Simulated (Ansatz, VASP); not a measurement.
# Mg3Te2O: VASP beside Ansatz

```
Mg Te O
1.0
     3.82531    0.00000    0.00000
     0.00000    3.82531    0.00000
     0.00000    0.00000   10.65768
Mg Te O
3 2 1
Direct
  0.00000 0.00000 0.36887
  0.00000 0.00000 0.63113
  0.50000 0.50000 0.00000
  0.50000 0.00000 0.18202
  0.00000 0.50000 0.81798
  0.50000 0.50000 0.50000
```

Change from the starting cell: species swapped into the CsLi2I3 type (P-4m2, No. 115).

Alike in both runs: functional PBE; k mesh 3 × 3 × 2; occupations gaussian, width 0.15 eV; no spin polarisation.

Ansatz relaxed the structure, and its values are those at the end. VASP's run is a single point on that final structure, the one shown.

|  | VASP | Ansatz |
| --- | --- | --- |
| version | VASP 6.6.1 | Ansatz 0.2.0 |
| potentials or method | VASP PAW PBE potentials, release 64 (Mg, Te, O), cutoff 600 eV | scalar-relativistic, plane waves, PAW |
| valence electrons in the cell | 24 | 68 |

VASP gave:

* gap on the k mesh at the Fermi level (eV): none
* pressure (GPa): 0.2
* rms of the force components (eV/Å): 0.013

Question: What did Ansatz give for the same quantities?

Answer: gap on the k mesh at the Fermi level (eV): none; pressure (GPa): 0.3; rms of the force components (eV/Å): 0.013.

A gap of «none» marks a metal or a gap that the smearing closes. The functional is the same, so the differences come from potentials, cutoffs and numerics. VASP's potentials hold 24 valence electrons a cell and Ansatz's 68, so a difference there can come from the potentials and not from the codes.

The k mesh is coarse, so the values compare programs but aren't converged. Neither program's run includes spin-orbit coupling.
